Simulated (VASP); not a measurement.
# Al3InAs4 (P-4m2) in VASP: a series of runs

Al3InAs4 is run at these levels: PBE; tasks: relaxation of cell and atoms, relaxation of shape and atoms at fixed volume.

Everything below comes from runs of VASP 6.6.1. Logs are shortened: lines on timing, memory, paths and dates and some standing lists are left out, and cuts for length are marked.

## 1. The cell of the first run

It takes space group P-4m2 (No. 115, tetragonal). The conventional cell has a = 4.125 Å, b = 4.125 Å, c = 11.693 Å, α = 90.00°, β = 90.00°, γ = 90.00°. Within 3.3 Å of Al (site symmetry 2mm) lie 4 As at 2.48 to 2.50 Å. Al (site symmetry -4m2) has 4 As at 2.50 Å within 3.3 Å. In (site symmetry -4m2) has 4 As at 2.64 Å within 3.5 Å. As (site symmetry 2mm) has 4 Al at 2.50 Å within 3.3 Å. As (site symmetry 2mm) has 2 Al at 2.48 Å and 2 In at 2.64 Å within 3.3 Å.

## 2. Relaxation of cell and atoms, PBE

Contents of INCAR:

```
SYSTEM = Al3InAs4
ALGO = Normal
EDIFF = 1E-6
EDIFFG = -0.01
ENCUT = 600
GGA = PE
IBRION = 2
ISIF = 3
ISMEAR = 0
LASPH = .TRUE.
LCHARG = .FALSE.
LREAL = .FALSE.
LWAVE = .FALSE.
NELM = 100
NSW = 100
PREC = Accurate
SIGMA = 0.02
```

Contents of KPOINTS:

```
k-points
0
G
  8 8 4
  0 0 0
```

Contents of POSCAR:

```
Al3InAs4
1.0
    4.1252189000      0.0000000000      0.0000000000
    0.0000000000      4.1252189000      0.0000000000
    0.0000000000      0.0000000000     11.6931018000
Al In As
3 1 4
Direct
    0.0000000000      0.0000000000      0.7408340000
    0.5000000000      0.5000000000      0.5000000000
    0.0000000000      0.0000000000      0.2591660000
    0.5000000000      0.5000000000      0.0000000000
    0.5000000000      0.0000000000      0.6203840000
    0.0000000000      0.5000000000      0.3796160000
    0.5000000000      0.0000000000      0.1407230000
    0.0000000000      0.5000000000      0.8592770000
```

Potentials or basis: VASP PAW PBE potentials, release 64 (Al, In_d, As).

The run is started by

```sh
cat potpaw_PBE.64/Al/POTCAR potpaw_PBE.64/In_d/POTCAR potpaw_PBE.64/As/POTCAR > POTCAR
mpirun -np 1 vasp_std > vasp.out
```

OUTCAR:

```text
SYSTEM = Al3InAs4
   EDIFF = 1E-6
   EDIFFG = -0.01
   ENCUT = 600
   GGA = PE
   IBRION = 2
   ISIF = 3
   ISMEAR = 0
   LASPH = .TRUE.
   LREAL = .FALSE.
   NELM = 100
   NSW = 100
   PREC = Accurate

 ion  position               nearest neighbor table
   1  0.000  0.000  0.741-   8 2.48   8 2.48   5 2.50   5 2.50
   2  0.500  0.500  0.500-   5 2.50   6 2.50   5 2.50   6 2.50
   3  0.000  0.000  0.259-   7 2.48   7 2.48   6 2.50   6 2.50
   4  0.500  0.500  0.000-   7 2.64   8 2.64   7 2.64   8 2.64
   5  0.500  0.000  0.620-   2 2.50   2 2.50   1 2.50   1 2.50
   6  0.000  0.500  0.380-   2 2.50   2 2.50   3 2.50   3 2.50
   7  0.500  0.000  0.141-   3 2.48   3 2.48   4 2.64   4 2.64
   8  0.000  0.500  0.859-   1 2.48   1 2.48   4 2.64   4 2.64

  LATTYP: Found a simple tetragonal cell.
 ALAT       =     4.1252189000
 C/A-ratio  =     2.8345409258

  Lattice vectors:

 A1 = (   4.1252189000,   0.0000000000,   0.0000000000)
 A2 = (   0.0000000000,   4.1252189000,   0.0000000000)
 A3 = (   0.0000000000,   0.0000000000,  11.6931018000)

Analysis of symmetry for initial positions (statically):
=====================================================================
 Subroutine PRICEL returns:
 Original cell was already a primitive cell.

 Routine SETGRP: Setting up the symmetry group for a
 simple tetragonal supercell.

 Subroutine GETGRP returns: Found  8 space group operations
 (whereof  8 operations were pure point group operations)
 out of a pool of 16 trial point group operations.

The static configuration has the point symmetry D_2d.

Analysis of symmetry for dynamics (positions and initial velocities):
=====================================================================
 Subroutine PRICEL returns:
 Original cell was already a primitive cell.

 Routine SETGRP: Setting up the symmetry group for a
 simple tetragonal supercell.

 Subroutine GETGRP returns: Found  8 space group operations
 (whereof  8 operations were pure point group operations)
 out of a pool of 16 trial point group operations.

The dynamic configuration has the point symmetry D_2d.

 Subroutine INISYM returns: Found  8 space group operations
 (whereof  8 operations are pure point group operations),
 and found     1 'primitive' translations

----------------------------------------------------------------------------------------

                                     Primitive cell

  volume of cell :     198.9866

  direct lattice vectors                    reciprocal lattice vectors
     4.125218900  0.000000000  0.000000000     0.242411378  0.000000000  0.000000000
     0.000000000  4.125218900  0.000000000     0.000000000  0.242411378  0.000000000
     0.000000000  0.000000000 11.693101800     0.000000000  0.000000000  0.085520507

  length of vectors
     4.125218900  4.125218900 11.693101800     0.242411378  0.242411378  0.085520507

  position of ions in fractional coordinates (direct lattice)
     0.000000000  0.000000000  0.740834000
     0.500000000  0.500000000  0.500000000
     0.000000000  0.000000000  0.259166000
     0.500000000  0.500000000  0.000000000
     0.500000000  0.000000000  0.620384000
     0.000000000  0.500000000  0.379616000
     0.500000000  0.000000000  0.140723000
     0.000000000  0.500000000  0.859277000

  ion indices of the primitive-cell ions
   primitive index   ion index
                 1           1
                 2           2
                 3           3
                 4           4
                 5           5
                 6           6
[... 88 lines left out ...]
   EFERMI =   0.00;   METHOD = LEGACY
   ISMEAR =     0;   SIGMA  =   0.02  broadening in eV -4-tet -1-fermi 0-gaus
   EFERMI_NEDOS =   21; number of points for ismear=-14 and -15
   IALGO  =     38    algorithm
   IMIX   =      4    mixing-type and parameters
     AMIX     =   0.40;   BMIX     =  1.00
     AMIX_MAG =   1.60;   BMIX_MAG =  1.00
  volume/ion in A,a.u.               =      24.87       167.85
  Fermi-wavevector in a.u.,A,eV,Ry     =   0.974728  1.841968 12.926817  0.950094
  Thomas-Fermi vector in A             =   2.105211
   LORBIT       =      0    0 simple, 1 ext, 2 COOP (PROOUT), +10 PAW based schemes
   GGA     = PE    functional components
   LHFCALC =     F    Hartree Fock is set to
   AEXX    =    0.0000 exact exchange contribution
   IVDW    =     0    specifies the selected vdW correction
   LEPSILON=     F    determine dielectric tensor
   LRPA    =     F    only Hartree local field effects (RPA)
 conjugate gradient relaxation of ions
 non-spin polarized calculation
 Gauss-broadening in eV      SIGMA  =   0.02
  energy-cutoff  :      600.00
  volume of cell :      198.99
 maximum number of plane-waves:      6674
 NGX is ok and might be reduce to    36
   NGX = 17   NGY = 17   NGZ = 47

--------------------------------------- Ionic step        1  -------------------------------------------

 number of electron      41.9999990 magnetization

 Free energy of the ion-electron system (eV)
  ---------------------------------------------------
  ext. energy  EPLUGINS =         0.00000000
  ---------------------------------------------------
  free energy    TOTEN  =       -35.78175092 eV

  energy without entropy =      -35.78175092  energy(sigma->0) =      -35.78175092

------------------------ aborting loop because EDIFF is reached ----------------------------------------

  FORCE on cell =-STRESS in cart. coord.  units (eV):
  Direction    XX          YY          ZZ          XY          YZ          ZX
  --------------------------------------------------------------------------------------
  -------------------------------------------------------------------------------------
  Total        0.1543304      0.1543304      0.1630495      0.0000000      0.0000000     -0.0000000
  in kB        1.2426196      1.2426196      1.3128238      0.0000000      0.0000000     -0.0000000
  external PRESSURE =       1.2660210 kB  Pullay stress =       0.0000000 kB

 VOLUME and BASIS-vectors are now :
 -----------------------------------------------------------------------------
  energy-cutoff  :      600.00
  volume of cell :      198.99
      direct lattice vectors                 reciprocal lattice vectors
     4.125218900  0.000000000  0.000000000     0.242411378  0.000000000  0.000000000
     0.000000000  4.125218900  0.000000000     0.000000000  0.242411378  0.000000000
     0.000000000  0.000000000 11.693101800     0.000000000  0.000000000  0.085520507

 POSITION                                       TOTAL-FORCE (eV/Angst)
 -----------------------------------------------------------------------------------
      0.00000      0.00000      8.66265         0.000000     -0.000000      0.000338
      2.06261      2.06261      5.84655        -0.000000     -0.000000      0.000000
      0.00000      0.00000      3.03045         0.000000     -0.000000     -0.000338
      2.06261      2.06261      0.00000        -0.000000      0.000000      0.000000
      2.06261      0.00000      7.25421        -0.000000     -0.000000      0.000236
      0.00000      2.06261      4.43889        -0.000000     -0.000000     -0.000236
      2.06261      0.00000      1.64549        -0.000000     -0.000000     -0.002958
      0.00000      2.06261     10.04761        -0.000000     -0.000000      0.002958
 -----------------------------------------------------------------------------------
    total drift:                                0.000000      0.000000      0.000000

  FREE ENERGIE OF THE ION-ELECTRON SYSTEM (eV)
  ---------------------------------------------------
  free  energy   TOTEN  =       -35.7817509166 eV

  energy  without entropy=      -35.7817509166  energy(sigma->0) =      -35.78175092

--------------------------------------- Ionic step        2  -------------------------------------------

 number of electron      41.9999989 magnetization

 Free energy of the ion-electron system (eV)
  ---------------------------------------------------
  ext. energy  EPLUGINS =         0.00000000
  ---------------------------------------------------
  free energy    TOTEN  =       -35.78187757 eV

  energy without entropy =      -35.78187757  energy(sigma->0) =      -35.78187757

 E-fermi :   3.8862     XC(G=0):  -8.8966

 val. band max:        3.7650081249   @ k =   0.0000   0.0000   0.0000
 cond. band min:       4.7840405987   @ k =   0.0000   0.0000   0.0000
 fundamental gap:      1.0190324738
 Fermi energy:         3.8861955706

 k-point     1 :       0.0000    0.0000    0.0000
  band No.  band energies     occupation
      1     -10.4451      2.00000
      2     -10.3013      2.00000
      3     -10.3013      2.00000
      4     -10.2389      2.00000
      5     -10.2334      2.00000
      6      -7.9245      2.00000
[... 685 lines left out ...]
     25       7.0783      0.00000
     26       7.7417      0.00000

 [... further k-points ...]

------------------------ aborting loop because EDIFF is reached ----------------------------------------

  FORCE on cell =-STRESS in cart. coord.  units (eV):
  Direction    XX          YY          ZZ          XY          YZ          ZX
  --------------------------------------------------------------------------------------
  -------------------------------------------------------------------------------------
  Total       -0.0638524     -0.0638524     -0.0560847      0.0000000      0.0000000      0.0000000
  in kB       -0.5126595     -0.5126595     -0.4502942      0.0000000      0.0000000      0.0000000
  external PRESSURE =      -0.4918711 kB  Pullay stress =       0.0000000 kB

 VOLUME and BASIS-vectors are now :
 -----------------------------------------------------------------------------
  energy-cutoff  :      600.00
  volume of cell :      199.55
      direct lattice vectors                 reciprocal lattice vectors
     4.129058090  0.000000000 -0.000000000     0.242185985  0.000000000  0.000000000
     0.000000000  4.129058090  0.000000000     0.000000000  0.242185985  0.000000000
     0.000000000  0.000000000 11.704598959     0.000000000  0.000000000  0.085436503

 POSITION                                       TOTAL-FORCE (eV/Angst)
 -----------------------------------------------------------------------------------
      0.00000      4.12906      8.67118        -0.000000      0.000000      0.000705
      2.06453      2.06453      5.85230        -0.000000      0.000000      0.000000
      0.00000      4.12906      3.03342        -0.000000      0.000000     -0.000705
      2.06453      2.06453     -0.00000         0.000000     -0.000000      0.000000
      2.06453      4.12906      7.26136        -0.000000      0.000000      0.000081
      4.12906      2.06453      4.44324        -0.000000      0.000000     -0.000081
      2.06453      4.12906      1.64696        -0.000000      0.000000     -0.003040
      4.12906      2.06453     10.05764        -0.000000      0.000000      0.003040
 -----------------------------------------------------------------------------------
    total drift:                                0.000000      0.000000     -0.000000

  FREE ENERGIE OF THE ION-ELECTRON SYSTEM (eV)
  ---------------------------------------------------
  free  energy   TOTEN  =       -35.7818775745 eV

  energy  without entropy=      -35.7818775745  energy(sigma->0) =      -35.78187757

 reached required accuracy - stopping structural energy minimisation
```

It took 14 min on 1 thread of Intel Xeon 8259CL, shared host; peak memory 0.54 GiB.

Results:

```
Free energy                           : -35.7819 eV
Relaxed volume                        : 24.94 Å³/atom
Relaxed cell                          : a = 4.129 Å, b = 4.129 Å, c = 11.705 Å, α = 90.00°, β = 90.00°, γ = 90.00°
Space group after relaxing (to 0.1 Å) : P-4m2 (No. 115)
Energy gained by relaxing             : 0.0 meV/atom
Ionic steps                           : 2
Pressure after relaxing               : 0.0 GPa
Largest force after relaxing          : 0.003 eV/Å
Band gap on the k mesh                : 1.02 eV
```

Forces in eV/Å, atoms in the order of the input:
```
Al   0.000  0.000  0.001
Al   0.000  0.000  0.000
Al   0.000  0.000 -0.001
In   0.000  0.000  0.000
As   0.000  0.000  0.000
As   0.000  0.000  0.000
As   0.000  0.000 -0.003
As   0.000  0.000  0.003
```

The path:
| step | energy change (eV) | largest force (eV/Å) | pressure (GPa) | volume (Å³) |
| --- | --- | --- | --- | --- |
| 1 | 0.0000 | 0.0030 | 0.13 | 198.99 |
| 2 | -0.0001 | 0.0030 | -0.05 | 199.55 |

Final structure:
```
CELL_PARAMETERS angstrom
4.12906 0.00000 0.00000
0.00000 4.12906 0.00000
0.00000 0.00000 11.70460
ATOMIC_POSITIONS crystal
Al 0.00000 0.00000 0.74084
Al 0.50000 0.50000 0.50000
Al 0.00000 0.00000 0.25916
In 0.50000 0.50000 0.00000
As 0.50000 0.00000 0.62038
As 0.00000 0.50000 0.37962
As 0.50000 0.00000 0.14071
As 0.00000 0.50000 0.85929
```

Caveat: spin-orbit coupling is left out, which moves the levels of the heavy elements. A k mesh can miss the band edges.

## 3. Relaxation of shape and atoms at fixed volume, PBE (21.89 Å³/atom)

This run uses another cell than the first one, of 21.89 Å³/atom.

Contents of INCAR:

```
  PREC = Accurate
  ENCUT = 600
  EDIFF = 1E-7
  ISMEAR = 0
  SIGMA = 0.02
  LREAL = F
  LASPH = T
  NELM = 80
  ALGO = Normal
  ISIF = 4
  LWAVE = F
  LCHARG = F
  GGA = PE
  IBRION = 2
  NSW = 50
  EDIFFG = -0.01
```

Contents of KPOINTS:

```
regular mesh
0
Gamma
  8 8 4
```

Contents of POSCAR:

```
Al3InAs4
1.0
    3.9547770394      0.0000000000      0.0000000000
    0.0000000000      3.9547770394      0.0000000000
    0.0000000000      0.0000000000     11.1959871759
Al In As
3 1 4
Direct
    0.0000000000      0.0000000000      0.7405618598
    0.5000000000      0.5000000000      0.5000000000
    0.0000000000      0.0000000000      0.2594381402
    0.5000000000      0.5000000000      0.0000000000
    0.5000000000      0.0000000000      0.6202798827
    0.0000000000      0.5000000000      0.3797201173
    0.5000000000      0.0000000000      0.1412991273
    0.0000000000      0.5000000000      0.8587008727
```

Potentials or basis: VASP PAW PBE potentials, release 64 (Al, In_d, As).

The run is started by

```sh
cat potpaw_PBE.64/Al/POTCAR potpaw_PBE.64/In_d/POTCAR potpaw_PBE.64/As/POTCAR > POTCAR
mpirun -np 1 vasp_std > vasp.out
```

Wall time 11 min (1 thread of Intel Xeon 8259CL, shared host); peak memory 0.48 GiB.

Results (log left out):

| Property | Result |
| --- | --- |
| Free energy | -35.0559 eV |
| Energy gained by relaxing | 0.0 meV/atom |
| Ionic steps | 2 |
| Pressure after relaxing | 10.8 GPa |
| Largest force after relaxing | 0.006 eV/Å |
| Band gap on the k mesh | 1.23 eV (least direct gap 1.28 eV) |

Forces in eV/Å, atoms in the order of the input:
```
Al   0.000  0.000 -0.006
Al   0.000  0.000  0.000
Al   0.000  0.000  0.006
In   0.000  0.000  0.000
As   0.000  0.000  0.001
As   0.000  0.000 -0.001
As   0.000  0.000  0.006
As   0.000  0.000 -0.006
```

Final structure:
```xyz
8
Lattice="3.9550 0.0000 0.0000 0.0000 3.9550 0.0000 0.0000 0.0000 11.1947" Properties=species:S:1:pos:R:3 pbc="T T T"
Al    0.0000    3.9550    8.2904
Al    1.9775    1.9775    5.5973
Al    3.9550    3.9550    2.9042
In    1.9775    1.9775    0.0000
As    1.9775    3.9550    6.9439
As    3.9550    1.9775    4.2507
As    1.9775    3.9550    1.5829
As    3.9550    1.9775    9.6118
```

Levels at points of the mesh, in eV from the valence-band top:
| k point | band 17 | band 18 | band 19 | band 20 | band 21 | band 22 | band 23 | band 24 | band 25 | band 26 |
| --- | --- | --- | --- | --- | --- | --- | --- | --- | --- | --- |
| (0.00, 0.00, 0.00) | -1.42 | -1.42 | -0.23 | 0.00 | 0.00 | 1.28 | 1.91 | 2.02 | 2.32 | 2.64 |
| (0.50, 0.00, 0.00) | -1.31 | -1.25 | -1.05 | -0.98 | -0.47 | 1.88 | 2.12 | 3.07 | 3.41 | 4.36 |
| (0.50, 0.50, 0.00) | -3.24 | -2.60 | -2.49 | -2.49 | -2.40 | 1.23 | 1.23 | 1.78 | 2.47 | 4.34 |
| (0.00, 0.00, 0.50) | -1.49 | -0.82 | -0.82 | -0.39 | -0.39 | 1.31 | 1.81 | 2.31 | 2.79 | 3.17 |
| (0.50, 0.00, 0.50) | -2.01 | -1.32 | -1.31 | -1.26 | -0.48 | 2.81 | 2.86 | 2.92 | 2.95 | 4.14 |
| (0.50, 0.50, 0.50) | -2.96 | -2.96 | -2.87 | -2.86 | -2.86 | 2.29 | 2.29 | 2.47 | 2.47 | 2.77 |

Caveat: spin-orbit coupling is left out, which moves the levels of the heavy elements. A k mesh can miss the band edges.
